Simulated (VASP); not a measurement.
A run of VASP 6.6.1 is set up as follows.

The input INCAR:

```
ALGO     = Normal         # electronic algorithm
EDIFF    = 1E-6           # SCF threshold, eV
EDIFFG   = -0.01          # ionic threshold
ENCUT    = 600            # plane-wave cutoff, eV
IBRION   = 2              # ionic algorithm
ISIF     = 3              # what is computed and relaxed
ISMEAR   = 0              # smearing method
ISYM     = 0            
LASPH    = T              # aspherical terms in the spheres
LCHARG   = F              # write CHGCAR
LREAL    = F              # projectors in reciprocal space
LWAVE    = F              # write WAVECAR
NELM     = 60             # most SCF steps
NSW      = 80             # ionic steps
PREC     = Accurate       # precision mode
SIGMA    = 0.01           # smearing width, eV
```

The input KPOINTS:

```
Automatic mesh
0
Gamma
  4 4 3
  0.5 0.5 0.5
```

The input POSCAR:

```
SrO
1.0
    4.2754662700      0.0000000000      0.0000000000
   -2.1377331300      3.7026624000      0.0000000000
    0.0000000000      0.0000000000      5.1555949900
Sr O
2 2
Direct
    0.3333333333      0.6666666667      0.9381277000
    0.6666666667      0.3333333333      0.4381277000
    0.3333333333      0.6666666667      0.4368723000
    0.6666666667      0.3333333333      0.9368723000
```

Potentials or basis: VASP PAW LDA potentials, release 64 (Sr_sv, O).

Run with:

```sh
$ cat potpaw_LDA.64/Sr_sv/POTCAR potpaw_LDA.64/O/POTCAR > POTCAR
$ mpirun -np 1 vasp_std > vasp.out
```

**Question.** Predict the band gap on the k mesh.

**Answer.** 3.49 eV (least direct gap 3.77 eV).

**Question.** Predict the relaxed cell.

**Answer.** a = 4.200 Å, b = 4.200 Å, c = 5.059 Å, α = 90.00°, β = 90.00°, γ = 120.00°.

Step by step:
| step | energy change (eV) | largest force (eV/Å) | pressure (GPa) | volume (Å³) |
| --- | --- | --- | --- | --- |
| 1 | 0.0000 | 0.0113 | -4.06 | 81.62 |
| 2 | -0.0486 | 0.0159 | 1.87 | 75.66 |
| 3 | -0.0580 | 0.0147 | -0.01 | 77.28 |
| 4 | -0.0580 | 0.0148 | 0.08 | 77.20 |
| 5 | -0.0581 | 0.0109 | -0.03 | 77.30 |
| 6 | -0.0581 | 0.0103 | -0.04 | 77.32 |
| 7 | -0.0581 | 0.0092 | -0.08 | 77.35 |
| 8 | -0.0581 | 0.0099 | -0.07 | 77.33 |
| 9 | -0.0581 | 0.0101 | -0.07 | 77.32 |
| 10 | -0.0581 | 0.0060 | -0.02 | 77.28 |

Caveat: a shifted mesh leaves out Γ, where band edges can lie. A k mesh can miss the band edges.
